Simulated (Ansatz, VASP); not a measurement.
**Rb: VASP beside Ansatz**

```xyz
1
Lattice="-2.8551 2.8060 2.8060 2.8551 -2.8060 2.8060 2.8551 2.8060 -2.8060" Properties=species:S:1:pos:R:3 pbc="T T T"
Rb    0.0000    0.0000    0.0000
```

Change from the starting cell: strain +0.0175 x Voigt [1, 0, 0, 0, 0, 0], atoms carried along.

Alike in both runs: task single point; functional PBE; k mesh 12 × 12 × 12; occupations gaussian, width 0.15 eV; no spin polarisation.

```csv
,VASP,Ansatz
version,VASP 6.6.1,Ansatz 0.2.0
potentials or method,"VASP PAW PBE potentials, release 64 (Rb_sv), cutoff 520 eV","scalar-relativistic, plane waves, PAW"
valence electrons in the cell,9,9
```

|  | VASP | Ansatz | Ansatz less VASP |
| --- | --- | --- | --- |
| gap on the k mesh at the Fermi level (eV) | none | none | - |
| pressure (GPa) | 0.0 | 0.0 | 0.00 |

A gap of «none» marks a metal or a gap that the smearing closes. With one functional, cell and mesh, what is left measures potentials, basis and numerics.
